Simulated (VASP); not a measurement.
A run of VASP 6.6.1:

File INCAR:

```
ALGO     = Normal         # electronic algorithm
EDIFF    = 1E-6           # SCF threshold, eV
ENCUT    = 520            # plane-wave cutoff, eV
GGA      = RE             # functional
ISIF     = 2              # what is computed and relaxed
ISMEAR   = -1             # smearing method
IVDW     = 13             # dispersion correction
LASPH    = T              # aspherical terms in the spheres
LCHARG   = T              # write CHGCAR
LELF     = T              # ELF
LREAL    = F              # projectors in reciprocal space
LVHAR    = T            
LWAVE    = F              # write WAVECAR
NBANDS   = 26             # bands
NELM     = 60             # most SCF steps
PREC     = Accurate       # precision mode
SIGMA    = 0.05           # smearing width, eV
```

File KPOINTS:

```
k-points
0
Gamma
  7 7 4
```

Contents of POSCAR:

```
CdS
1.0
    4.1395019963      0.0000000000      0.0000000000
   -2.0697509981      3.5849138878      0.0000000000
    0.0000000000      0.0000000000      6.7369065891
Cd S
2 2
Direct
    0.6666666667      0.3333333333      0.4993090946
    0.3333333333      0.6666666667     -0.0006909054
    0.6666666667      0.3333333333      0.8756909054
    0.3333333333      0.6666666667      0.3756909054
```

Potentials or basis: VASP PAW PBE potentials, release 64 (Cd, S).

Launch:

```sh
$ cat potpaw_PBE.64/Cd/POTCAR potpaw_PBE.64/S/POTCAR > POTCAR
$ mpirun -np 1 vasp_std > vasp.out
```

Hardware: 1 thread of Intel(R) Xeon(R) 6975P-C (Granite Rapids), with other jobs on the host.

Q: How long does it take, and how much memory?

A: It took 20 s on 1 thread of Intel(R) Xeon(R) 6975P-C (Granite Rapids) (shared host), peak memory 0.24 GiB. Counts: scf iterations 14, k points 24.
